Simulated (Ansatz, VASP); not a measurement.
ScAlN2 in VASP and in Ansatz

```xyz
4
Lattice="2.7454 -3.0257 0.0000 2.7454 3.0257 0.0000 0.0000 0.0000 4.2776" Properties=species:S:1:pos:R:3 pbc="T T T"
Sc    2.7454    0.0000    2.1388
Al    0.0000    0.0000    2.1388
N     2.1292    0.0000    0.0000
N     3.3616    0.0000    0.0000
```

Alike in both runs: functional PBE; k mesh 4 × 4 × 4; occupations gaussian, width 0.1 eV; no spin polarisation.

Ansatz relaxed the structure, and its values are those at the end. VASP's run is a single point on that final structure, the one shown.

|  | VASP | Ansatz |
| --- | --- | --- |
| version | VASP 6.6.1 | Ansatz 0.2.0 |
| potentials or method | VASP PAW PBE potentials, release 64 (Sc_sv, Al, N), cutoff 520 eV | scalar-relativistic, plane waves, PAW |
| valence electrons in the cell | 24 | 24 |

Ansatz gave:

| Quantity | Value |
| --- | --- |
| gap on the k mesh at the Fermi level (eV) | none |
| pressure (GPa) | 0.0 |
| rms of the force components (eV/Å) | 0.003 |

What did VASP give for the same quantities?

gap on the k mesh at the Fermi level (eV): none; pressure (GPa): 0.5; rms of the force components (eV/Å): 0.127.

A gap of «none» marks a metal or a gap that the smearing closes. One of these differences is far larger than is usual between the two programs; its cause wasn't traced. With one functional, cell and mesh, what is left measures potentials, basis and numerics.

The k mesh is coarse, so the values compare programs but aren't converged. Noted on VASP's run: the standard files for N, O and F lose accuracy on very short bonds.
